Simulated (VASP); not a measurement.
Runs of VASP 6.6.1 on Mg. It takes space group P6_3/mmc (No. 194, hexagonal). Conventional cell: a = 3.179 Å, b = 3.179 Å, c = 5.157 Å, α = 90.00°, β = 90.00°, γ = 120.00°. Mg (site symmetry -6m2) has 12 Mg at 3.17 to 3.18 Å within 4.2 Å. 

| k mesh | smearing | gap on the mesh (eV) | pressure (GPa) |
| --- | --- | --- | --- |
| 11 × 11 × 6 | fermi-dirac 0.1 eV | none | -0.3 |
| 11 × 11 × 6 | methfessel-paxton 0.6 eV | none | -0.3 |
| 11 × 11 × 6 | fermi-dirac 0.03 eV | none | -0.3 |
| 4 × 4 × 2 | fermi-dirac 0.1 eV | none | -0.3 |
| 11 × 11 × 6 | methfessel-paxton 1 eV | none | -0.2 |
| 3 × 3 × 2 | fermi-dirac 0.1 eV | none | 0.7 |
| 12 × 12 × 7 | fermi-dirac 0.1 eV | none | -0.3 |
| 7 × 7 × 4 | fermi-dirac 0.1 eV | none | (a) |
| 11 × 11 × 6 | methfessel-paxton 0.1 eV | none | -0.3 |
| 11 × 11 × 6 | methfessel-paxton 0.2 eV | none | -0.3 |

Alike in all rows: task single point; level r2SCAN; potentials or basis VASP PAW PBE potentials, release 64 (Mg); no spin polarisation; cell as given; cutoff (eV) 520.

Q: Fill in the values left out.

A: (a) 0.0.

Caveats: some runs use coarse meshes; the PAW data sets were made with another functional, which shifts forces and pressure a little; so wide a smearing shifts energies and pressures (at least some runs).

A gap of «none» marks levels without a gap at the run's occupations.
